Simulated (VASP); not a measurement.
InAg16, 17 atoms in the cell. The cell holds a slab with vacuum, 17 atoms: a = 8.180 Å, b = 5.784 Å, c = 15.338 Å, α = 90.00°, β = 90.00°, γ = 90.00°. 

```yaml
Program: VASP 6.6.1
Task: single point
Functional: PBE
Dispersion: D3(BJ)
Potentials_or_basis: VASP PAW PBE potentials, release 64 (Ag, In_d)
Cutoff: 520 eV
k_mesh: 2 × 3 × 1
Occupations: fermi-dirac, width 0.05 eV
Spin: no spin polarisation
Dipole_correction: no
Further_INCAR_settings: LREAL = Auto; ALGO = Normal; EDIFF = 1e-06; NBANDS = 108
```

Potentials or basis: VASP PAW PBE potentials, release 64 (Ag, In_d).

Run with:

```console
$ cat potpaw_PBE.64/Ag/POTCAR potpaw_PBE.64/In_d/POTCAR > POTCAR
$ mpirun -np 1 vasp_std > vasp.out
```

Hardware: 1 thread of Intel(R) Xeon(R) Platinum 8259CL CPU @ 2.50GHz (Skylake/Cascade Lake), with other jobs on the host.

Task: How long does it take, and how much memory?

Result: Wall time 8.2 min on 1 thread of Intel(R) Xeon(R) Platinum 8259CL CPU @ 2.50GHz (Skylake/Cascade Lake), with other jobs on the host, peak memory 0.8 GiB. Counts: scf iterations 20, k points 4.
